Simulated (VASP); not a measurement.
KCl, 2 atoms in the cell. Symmetry: I4/mmm, No. 139, tetragonal system. The conventional cell has a = 4.508 Å, b = 4.508 Å, c = 6.312 Å, α = 90.00°, β = 90.00°, γ = 90.00°. K (site symmetry 4/mmm) has 6 Cl at 3.16 to 3.19 Å within 4.2 Å. Within 4.2 Å of Cl (site symmetry 4/mmm) lie 6 K at 3.16 to 3.19 Å.  This cell differs from its parent crystal: equal xx and yy strain of +1 %.

| Quantity | Value |
| --- | --- |
| Program | VASP 6.6.1 |
| Task | single point |
| Functional | LDA |
| Potentials or basis | VASP PAW LDA potentials, release 64 (K_sv, Cl) |
| Cutoff | 520 eV |
| k mesh | 7 × 7 × 7 |
| Occupations | fermi-dirac, width 0.03 eV |
| Spin | no spin polarisation |
| Dipole correction | no |
| Further INCAR settings | ALGO = Normal; EDIFF = 1e-06; NBANDS = 15 |

Potentials or basis: VASP PAW LDA potentials, release 64 (K_sv, Cl).

The run is started by

```console
$ cat potpaw_LDA.64/K_sv/POTCAR potpaw_LDA.64/Cl/POTCAR > POTCAR
$ mpirun -np 1 vasp_std > vasp.out
```

Hardware: 1 thread of AMD EPYC 7571, with other jobs on the host.

Question: How long does it take, and how much memory?

Answer: It took 79 s on 1 thread of AMD EPYC 7571 (shared host), peak memory 0.15 GiB. Counts: scf iterations 12, k points 40.
